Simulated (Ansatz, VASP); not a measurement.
## Sn in VASP and in Ansatz

File INCAR:

```
PREC = Accurate ; ENCUT = 520
EDIFF = 1E-7 ; ISMEAR = -1
SIGMA = 0.03 ; LREAL = F
LASPH = T ; NELM = 100
ALGO = Normal ; ISIF = 2
LWAVE = F ; LCHARG = F
GGA = CA ; NBANDS = 13
```

File KPOINTS:

```
Automatic mesh
0
Gamma
  15 15 15
```

File POSCAR:

```
Sn
1.0
   -1.9031242745      1.9031242745      1.9031242745
    1.9031242745     -1.9031242745      1.9031242745
    1.9031242745      1.9031242745     -1.9031242745
Sn
1
Direct
    0.0000000000      0.0000000000      0.0000000000
```

Input for Ansatz:

```yaml
crystal:
  lattice:
    - [-1.9031242745, 1.9031242745, 1.9031242745]
    - [1.9031242745, -1.9031242745, 1.9031242745]
    - [1.9031242745, 1.9031242745, -1.9031242745]
  atoms:
    - { symbol: Sn, position: [0.0, 0.0, 0.0] }
kpoints:
  mp_grid: { grid: [15, 15, 15] }
  band_path:
    path:
      - [0.0, 0.0, 0.0]
      - [0.5, -0.5, 0.5]
      - [0.0, 0.0, 0.5]
      - [0.0, 0.0, 0.0]
      - [0.25, 0.25, 0.25]
      - [0.5, -0.5, 0.5]
      - [0.25, 0.25, 0.25]
      - [0.0, 0.0, 0.5]
    npoints: 5
scf:
  occupations: { method: fermi_dirac, width: 0.03 }
hamiltonian:
  xc: lda
  pseudopotentials: { kind: all_electron, lapw: { basis_error: 0.001 } }
output:
  forces: true
  stress: true
  eigenvalues: true
```

Alike in both runs: task single point; functional LDA; k mesh 15 × 15 × 15; occupations fermi-dirac, width 0.03 eV; no spin polarisation.

|  | VASP | Ansatz |
| --- | --- | --- |
| version | VASP 6.6.1 | Ansatz 0.2.0 |
| potentials or method | VASP PAW LDA potentials, release 64 (Sn_d), cutoff 520 eV | all-electron LAPW, scalar-relativistic |

Ansatz gave:

```
pressure (GPa) : -3.9
```

What did VASP give for the same quantities?

Pressure (GPa): -4.0.

LDA's correlation is that of Perdew and Zunger in VASP and of Perdew and Wang (1992) in Ansatz. Ansatz ran all-electron here, and VASP with PAW potentials.
